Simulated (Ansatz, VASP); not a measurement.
# Os in VASP and in Ansatz

```xyz
2
Lattice="2.7341 0.0000 0.0000 -1.3671 2.3678 0.0000 0.0000 0.0000 4.3197" Properties=species:S:1:pos:R:3 pbc="T T T"
Os    1.3671    0.7893    3.2398
Os    0.0000    1.5785    1.0799
```

Alike in both runs: task relaxation of cell and atoms; functional PBE; k mesh 11 × 11 × 6; occupations fermi-dirac, width 0.05 eV; no spin polarisation.

|  | VASP | Ansatz |
| --- | --- | --- |
| version | VASP 6.6.1 | Ansatz 0.2.0 |
| potentials or method | VASP PAW PBE potentials, release 54 (Os) | Ansatz PAW |
| plane-wave cutoff (eV) | 600 | 420 |
| valence electrons in the cell | 16 | 32 |

Ansatz gave:

- gap on the k mesh at the Fermi level, each at its own relaxed structure (eV): none
- relaxed volume (Å³/atom): 14.28
- relaxed cell length with the largest relative difference (Å): 4.349

What did VASP give for the same quantities?

gap on the k mesh at the Fermi level, each at its own relaxed structure (eV): none; relaxed volume (Å³/atom): 14.28; relaxed cell length with the largest relative difference (Å): 4.348.

A gap of «none» marks a metal or a gap that the smearing closes. VASP's potentials hold 16 valence electrons a cell and Ansatz's 32, so a difference there can come from the potentials and not from the codes.

Neither program's run includes spin-orbit coupling. Noted on Ansatz's run: the plane-wave basis is chosen anew once the cell has moved, so the energies of steps on either side of that aren't comparable.
